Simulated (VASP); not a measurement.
# Hf (I4/mmm) in VASP: notebook

Hf is run at these levels: r2SCAN; tasks: single point.

Everything below comes from runs of VASP 6.6.1. Logs are shortened: lines on timing, memory, paths and dates and some standing lists are left out, and cuts for length are marked.

### Step 1. The cell of the first run

Symmetry: I4/mmm, No. 139, tetragonal system. Conventional cell: a = 3.140 Å, b = 3.140 Å, c = 4.396 Å, α = 90.00°, β = 90.00°, γ = 90.00°. Hf (site symmetry 4/mmm) has 12 Hf at 3.12 to 3.14 Å within 4.1 Å.

### Step 2. Single point, r2SCAN (strain -0.0100 x Voigt [1, 0, 0, 0, 0, 0])

POSCAR

```
Hf
1.0
    0.0000000000      2.2200000000      2.2200000000
    2.1978000000      0.0000000000      2.2200000000
    2.1978000000      2.2200000000      0.0000000000
Hf
1
Direct
    0.0000000000      0.0000000000      0.0000000000
```

INCAR.step1

```
PREC = Accurate ; ENCUT = 520
ISMEAR = 0 ; SIGMA = 0.15
LREAL = F ; LASPH = T
NELM = 100 ; NBANDS = 11
GGA = PE ; ALGO = Normal
EDIFF = 1E-4 ; LWAVE = T
LCHARG = F
```

INCAR.step2

```
PREC = Accurate ; ENCUT = 520
EDIFF = 1E-7 ; ISMEAR = 0
SIGMA = 0.15 ; LREAL = F
LASPH = T ; NELM = 100
ALGO = Normal ; ISIF = 2
LWAVE = F ; LCHARG = T
METAGGA = R2SCAN ; LMIXTAU = T
LELF = T ; LVHAR = T
NBANDS = 11 ; ISTART = 1
```

KPOINTS

```
regular mesh
0
Gamma
  18 18 18
```

Potentials or basis: VASP PAW PBE potentials, release 64 (Hf_pv).

On the command line:

```
$ cat potpaw_PBE.64/Hf_pv/POTCAR > POTCAR
$ cp INCAR.step1 INCAR
$ mpirun -np 1 vasp_std > vasp.out
$ cp INCAR.step2 INCAR
$ mpirun -np 1 vasp_std > vasp.out
```

OUTCAR:

```text
PREC = Accurate
   ENCUT = 520
   EDIFF = 1E-7
   ISMEAR = 0
   LREAL = F
   LASPH = T
   NELM = 100
   ISIF = 2
   METAGGA = R2SCAN
   ISTART = 1

 ion  position               nearest neighbor table
   1  0.000  0.000  0.000-

  LATTYP: Found a body centered tetragonal cell.
 ALAT       =     3.1395541085
 C/A-ratio  =     1.4000714267

  Lattice vectors:

 A1 = (  -2.1978000000,   0.0000000000,  -2.2200000000)
 A2 = (  -2.1978000000,   0.0000000000,   2.2200000000)
 A3 = (   2.1978000000,   2.2200000000,   0.0000000000)

Analysis of symmetry for initial positions (statically):
=====================================================================
 Subroutine PRICEL returns:
 Original cell was already a primitive cell.

 Routine SETGRP: Setting up the symmetry group for a
 body centered tetragonal supercell.

 Subroutine GETGRP returns: Found 16 space group operations
 (whereof 16 operations were pure point group operations)
 out of a pool of 16 trial point group operations.

The static configuration has the point symmetry D_4h.

Analysis of symmetry for dynamics (positions and initial velocities):
=====================================================================
 Subroutine PRICEL returns:
 Original cell was already a primitive cell.

 Routine SETGRP: Setting up the symmetry group for a
 body centered tetragonal supercell.

 Subroutine GETGRP returns: Found 16 space group operations
 (whereof 16 operations were pure point group operations)
 out of a pool of 16 trial point group operations.

The dynamic configuration has the point symmetry D_4h.

 Subroutine INISYM returns: Found 16 space group operations
 (whereof 16 operations are pure point group operations),
 and found     1 'primitive' translations

----------------------------------------------------------------------------------------

                                     Primitive cell

  volume of cell :      21.6633

  direct lattice vectors                    reciprocal lattice vectors
     0.000000000  2.220000000  2.220000000    -0.227500228  0.225225225  0.225225225
     2.197800000  0.000000000  2.220000000     0.227500228 -0.225225225  0.225225225
     2.197800000  2.220000000  0.000000000     0.227500228  0.225225225 -0.225225225

  length of vectors
     3.139554108  3.123895779  3.123895779     0.391419414  0.391419414  0.391419414

  position of ions in fractional coordinates (direct lattice)
     0.000000000  0.000000000  0.000000000

  ion indices of the primitive-cell ions
   primitive index   ion index
                 1           1

----------------------------------------------------------------------------------------

 KPOINTS: regular mesh

Automatic generation of k-mesh.
 Grid dimensions read from file:
 generate k-points for:   18   18   18

 Generating k-lattice:

  Cartesian coordinates                     Fractional coordinates (reciprocal lattice)
    -0.012638902  0.012512513  0.012512513     0.055555556 -0.000000000 -0.000000000
     0.012638902 -0.012512513  0.012512513     0.000000000  0.055555556  0.000000000
     0.012638902  0.012512513 -0.012512513     0.000000000  0.000000000  0.055555556

  Length of vectors
     0.021745523  0.021745523  0.021745523

  Shift w.r.t. Gamma in fractional coordinates (k-lattice)
     0.000000000  0.000000000  0.000000000

 Subroutine IBZKPT returns following result:
 ===========================================

 Found    480 irreducible k-points:

 Following reciprocal coordinates:
            Coordinates               Weight
  0.000000  0.000000  0.000000      1.000000
  0.055556  0.000000  0.000000      8.000000
  0.111111  0.000000  0.000000      8.000000
  0.166667  0.000000  0.000000      8.000000
  0.222222 -0.000000 -0.000000      8.000000
  0.277778  0.000000  0.000000      8.000000
[... 16 lines left out ...]
 -0.277778  0.055556  0.000000     16.000000
 -0.222222  0.055556  0.000000     16.000000
 [... further k-points ...]
   k-points           NKPTS =    480   k-points in BZ     NKDIM =    480   number of bands    NBANDS=     11
   number of dos      NEDOS =    301   number of ions     NIONS =      1
   total plane-waves  NPLWV =  13824
   dimension x,y,z NGX =    24 NGY =   24 NGZ =   24
   dimension x,y,z NGXF=    48 NGYF=   48 NGZF=   48
   ions per type =               1
   NGX,Y,Z   is equivalent  to a cutoff of  12.71, 12.77, 12.77 a.u.
   NGXF,Y,Z  is equivalent  to a cutoff of  25.42, 25.54, 25.54 a.u.
 SYSTEM =  unknown system
   PREC   = accura    normal or accurate (medium, high low for compatibility)
   ISTART =      1    job   : 0-new  1-cont  2-samecut
   ICHARG =      0    charge: 1-file 2-atom 10-const
   ISPIN  =      1    spin polarized calculation?
   LNONCOLLINEAR =      F non collinear calculations
   LSORBIT =      F    spin-orbit coupling
   LASPH  =      T    aspherical Exc in radial PAW
   ENCUT  =  520.0 eV  38.22 Ry    6.18 a.u.   5.84  5.81  5.81*2*pi/ulx,y,z
   NELM   =    100;   NELMIN=  2; NELMDL=  0     # of ELM steps
   EDIFF  = 0.1E-06   stopping-criterion for ELM
   LREAL  =      F    real-space projection
   EDIFFG = 0.1E-05   stopping-criterion for IOM
   NSW    =      0    number of steps for IOM
   IBRION =     -1    ionic relax: 0-MD 1-quasi-New 2-CG
   NFREE  =      0    steps in history (QN), initial steepest desc. (CG)
   ISIF   =      2    stress and relaxation
   ISYM   =      2    0-nonsym 1-usesym 2-fastsym
   POTIM  = 0.5000    time-step for ionic-motion
   TEBEG  =    0.0;   TEEND  =   0.0 temperature during run
   PSTRESS=    0.0 pullay stress
   NELECT =      10.0000    total number of electrons
   NUPDOWN=      -1.0000    fix difference up-down
   EMIN   =  10.00;   EMAX   =-10.00  energy-range for DOS
   EFERMI =   0.00;   METHOD = LEGACY
   ISMEAR =     0;   SIGMA  =   0.15  broadening in eV -4-tet -1-fermi 0-gaus
   EFERMI_NEDOS =   21; number of points for ismear=-14 and -15
   IALGO  =     38    algorithm
   IMIX   =      4    mixing-type and parameters
     AMIX     =   0.40;   BMIX     =  1.00
     AMIX_MAG =   1.60;   BMIX_MAG =  1.00
  volume/ion in A,a.u.               =      21.66       146.19
  Fermi-wavevector in a.u.,A,eV,Ry     =   1.265222  2.390923 21.780031  1.600787
  Thomas-Fermi vector in A             =   2.398487
   LORBIT       =      0    0 simple, 1 ext, 2 COOP (PROOUT), +10 PAW based schemes
   METAGGA = R2SCAN    functional components
   LHFCALC =     F    Hartree Fock is set to
   AEXX    =    0.0000 exact exchange contribution
   IVDW    =     0    specifies the selected vdW correction
   LEPSILON=     F    determine dielectric tensor
   LRPA    =     F    only Hartree local field effects (RPA)
 non-spin polarized calculation
 Gauss-broadening in eV      SIGMA  =   0.15
  energy-cutoff  :      520.00
  volume of cell :       21.66
 maximum number of plane-waves:       596
   NGX = 11   NGY = 11   NGZ = 11

 number of electron      10.0000000 magnetization

 Free energy of the ion-electron system (eV)
  ---------------------------------------------------
  ext. energy  EPLUGINS =         0.00000000
  ---------------------------------------------------
  free energy    TOTEN  =       -45.06585808 eV

  energy without entropy =      -45.05089108  energy(sigma->0) =      -45.05837458

 E-fermi :   4.8329     XC(G=0): -12.3349

 val. band max:        4.8318549227   @ k =   0.5000   0.1111   0.0556
 cond. band min:       4.8352713672   @ k =  -0.2778   0.4444   0.2778
 fundamental gap:      0.0034164445
 Fermi energy:         4.8328893473

 k-point     1 :       0.0000    0.0000    0.0000
  band No.  band energies     occupation
      1     -26.1579      2.00000
      2     -26.1578      2.00000
      3     -26.1578      2.00000
      4      -2.8310      2.00000
      5       6.4139      0.00000
      6       6.4139      0.00000
      7       6.5313      0.00000
      8       9.4764      0.00000
      9       9.6502      0.00000
     10      16.7783      0.00000
     11      16.9392      0.00000

 k-point     2 :       0.0556    0.0000    0.0000
  band No.  band energies     occupation
      1     -26.1882      2.00000
      2     -26.1618      2.00000
      3     -26.1614      2.00000
      4      -2.7143      2.00000
      5       6.3122      0.00000
      6       6.4700      0.00000
      7       6.5603      0.00000
      8       9.4130      0.00000
      9       9.5814      0.00000
     10      16.9392      0.00000
     11      17.0482      0.00000

 k-point     3 :       0.1111    0.0000    0.0000
  band No.  band energies     occupation
      1     -26.2748      2.00000
      2     -26.1731      2.00000
      3     -26.1716      2.00000
      4      -2.3741      2.00000
      5       5.9837      0.00000
      6       6.6158      0.00000
      7       6.7009      0.00000
      8       9.2688      0.00000
      9       9.4201      0.00000
     10      16.9392      0.00000
     11      17.7566      0.00000

 k-point     4 :       0.1667    0.0000    0.0000
  band No.  band energies     occupation
      1     -26.4052      2.00000
      2     -26.1903      2.00000
      3     -26.1871      2.00000
      4      -1.8412      2.00000
      5       5.5538      0.00000
      6       6.7744      0.00000
      7       6.8694      0.00000
      8       9.1741      0.00000
      9       9.2937      0.00000
     10      16.9391      0.00000
     11      18.1432      0.00000
[... 239 lines left out ...]
 k-point    22 :      -0.3333    0.0556    0.0000
  band No.  band energies     occupation
      1     -26.9122      2.00000
      2     -26.2891      2.00000
      3     -26.2458      2.00000
      4       0.4920      2.00000
      5       4.7429      1.60397
      6       6.3535      0.00000
      7       6.6504      0.00000
      8      10.1453      0.00000
      9      11.0895      0.00000
     10      15.9387      0.00000
     11      16.9394      0.00000

 k-point    23 :      -0.2778    0.0556    0.0000
  band No.  band energies     occupation
      1     -26.7756      2.00000
      2     -26.2707      2.00000
      3     -26.2253      2.00000
      4      -0.1173      2.00000
      5       4.7492      1.56980
      6       6.5594      0.00000
      7       6.8577      0.00000
      8       9.4610      0.00000
      9      10.4547      0.00000
     10      16.5413      0.00000
     11      16.9398      0.00000

 k-point    24 :      -0.2222    0.0556    0.0000
  band No.  band energies     occupation
      1     -26.6204      2.00000
      2     -26.2480      2.00000
      3     -26.2043      2.00000
      4      -0.8338      2.00000
      5       4.9694      0.19802
      6       6.7368      0.00000
      7       7.0127      0.00000
      8       8.9722      0.00000
      9       9.9180      0.00000
     10      16.9386      0.00000
     11      17.2979      0.00000

 [... further k-points ...]

------------------------ aborting loop because EDIFF is reached ----------------------------------------

  FORCE on cell =-STRESS in cart. coord.  units (eV):
  Direction    XX          YY          ZZ          XY          YZ          ZX
  --------------------------------------------------------------------------------------
  -------------------------------------------------------------------------------------
  Total        0.5071110      0.4270357      0.4270357      0.0000000      0.0000000     -0.0000000
  in kB       37.5050284     31.5828022     31.5828022      0.0000000      0.0000000     -0.0000000
  external PRESSURE =      33.5568776 kB  Pullay stress =       0.0000000 kB

 VOLUME and BASIS-vectors are now :
 -----------------------------------------------------------------------------
  energy-cutoff  :      520.00
  volume of cell :       21.66
      direct lattice vectors                 reciprocal lattice vectors
     0.000000000  2.220000000  2.220000000    -0.227500228  0.225225225  0.225225225
     2.197800000  0.000000000  2.220000000     0.227500228 -0.225225225  0.225225225
     2.197800000  2.220000000  0.000000000     0.227500228  0.225225225 -0.225225225

 POSITION                                       TOTAL-FORCE (eV/Angst)
 -----------------------------------------------------------------------------------
      0.00000      0.00000      0.00000         0.000000      0.000000     -0.000000
 -----------------------------------------------------------------------------------
    total drift:                               -0.000000      0.000000      0.000000

  FREE ENERGIE OF THE ION-ELECTRON SYSTEM (eV)
  ---------------------------------------------------
  free  energy   TOTEN  =       -45.0658580777 eV

  energy  without entropy=      -45.0508910772  energy(sigma->0) =      -45.05837458
```

It took 2.1 min on 1 thread of Intel Xeon 6975P-C (Granite Rapids), shared host; peak memory 0.23 GiB.

Results:

```yaml
Free_energy: -45.0659 eV
Pressure: 3.4 GPa
Band_gap_on_the_k_mesh: zero (bands 5 and 6 overlap by 2.30 eV)
```

Caveat: the cell differs from its parent crystal (strain -0.0100 x Voigt [1, 0, 0, 0, 0, 0]); the cell stands under pressure; the PAW data sets were made with another functional, which shifts forces and pressure a little; spin-orbit coupling is left out, which moves the levels of the heavy elements.

### Step 3. Single point, r2SCAN (strain -0.0050 x Voigt [1, 0, 0, 0, 0, 0])

POSCAR

```
Hf
1.0
    0.0000000000      2.2200000000      2.2200000000
    2.2089000000      0.0000000000      2.2200000000
    2.2089000000      2.2200000000      0.0000000000
Hf
1
Direct
    0.0000000000      0.0000000000      0.0000000000
```

INCAR.step1

```
SYSTEM = Hf
ALGO = Normal
EDIFF = 1E-4
ENCUT = 520
GGA = PE
ISMEAR = 0
LASPH = .True.
LCHARG = .False.
LREAL = .False.
LWAVE = .True.
NBANDS = 11
NELM = 100
PREC = Accurate
SIGMA = 0.15
```

INCAR.step2

```
SYSTEM = Hf
ALGO = Normal
EDIFF = 1E-6
ENCUT = 520
ISIF = 2
ISMEAR = 0
ISTART = 1
LASPH = .True.
LCHARG = .False.
LMIXTAU = .True.
LREAL = .False.
LWAVE = .False.
METAGGA = R2SCAN
NBANDS = 11
NELM = 100
PREC = Accurate
SIGMA = 0.15
```

KPOINTS

```
k-points
0
Gamma
  18 18 18
  0 0 0
```

Potentials or basis: VASP PAW PBE potentials, release 64 (Hf_pv).

On the command line:

```
$ cat potpaw_PBE.64/Hf_pv/POTCAR > POTCAR
$ cp INCAR.step1 INCAR
$ mpirun -np 1 vasp_std > vasp.out
$ cp INCAR.step2 INCAR
$ mpirun -np 1 vasp_std > vasp.out
```

OUTCAR:

```text
SYSTEM = Hf
   EDIFF = 1E-6
   ENCUT = 520
   ISIF = 2
   ISMEAR = 0
   ISTART = 1
   LASPH = .True.
   LREAL = .False.
   METAGGA = R2SCAN
   NELM = 100
   PREC = Accurate

 ion  position               nearest neighbor table
   1  0.000  0.000  0.000-

  LATTYP: Found a body centered tetragonal cell.
 ALAT       =     3.1395541085
 C/A-ratio  =     1.4071424946

  Lattice vectors:

 A1 = (  -2.2089000000,   0.0000000000,  -2.2200000000)
[... 514 lines left out ...]
      9       9.8659      0.00000
     10      16.8844      0.00000
     11      17.2415      0.00000

 [... further k-points ...]

------------------------ aborting loop because EDIFF is reached ----------------------------------------

  FORCE on cell =-STRESS in cart. coord.  units (eV):
  Direction    XX          YY          ZZ          XY          YZ          ZX
  --------------------------------------------------------------------------------------
  -------------------------------------------------------------------------------------
  Total        0.4050907      0.3645101      0.3645101      0.0000000      0.0000000     -0.0000000
  in kB       29.8092365     26.8230494     26.8230494      0.0000000      0.0000000     -0.0000000
  external PRESSURE =      27.8184451 kB  Pullay stress =       0.0000000 kB

 VOLUME and BASIS-vectors are now :
 -----------------------------------------------------------------------------
  energy-cutoff  :      520.00
  volume of cell :       21.77
      direct lattice vectors                 reciprocal lattice vectors
     0.000000000  2.220000000  2.220000000    -0.226357010  0.225225225  0.225225225
     2.208900000  0.000000000  2.220000000     0.226357010 -0.225225225  0.225225225
     2.208900000  2.220000000  0.000000000     0.226357010  0.225225225 -0.225225225

 POSITION                                       TOTAL-FORCE (eV/Angst)
 -----------------------------------------------------------------------------------
      0.00000      0.00000      0.00000         0.000000      0.000000      0.000000
 -----------------------------------------------------------------------------------
    total drift:                               -0.000000      0.000000      0.000000

  FREE ENERGIE OF THE ION-ELECTRON SYSTEM (eV)
  ---------------------------------------------------
  free  energy   TOTEN  =       -45.0681711318 eV

  energy  without entropy=      -45.0531675981  energy(sigma->0) =      -45.06066936
```

Run time: 1.7 min. Hardware: 1 thread of Intel Xeon 6975P-C (Granite Rapids), shared host; peak memory 0.23 GiB.

Results:

```
Free energy            : -45.0682 eV
Pressure               : 2.8 GPa
Band gap on the k mesh : zero (bands 5 and 6 overlap by 2.31 eV)
```

Stress tensor (GPa, compression positive):
```
2.98 0.00 0.00
0.00 2.68 0.00
0.00 0.00 2.68
```

Caveat: the cell differs from its parent crystal (strain -0.0050 x Voigt [1, 0, 0, 0, 0, 0]); the PAW data sets were made with another functional, which shifts forces and pressure a little; spin-orbit coupling is left out, which moves the levels of the heavy elements.

(Continued in part 2 of 2.)
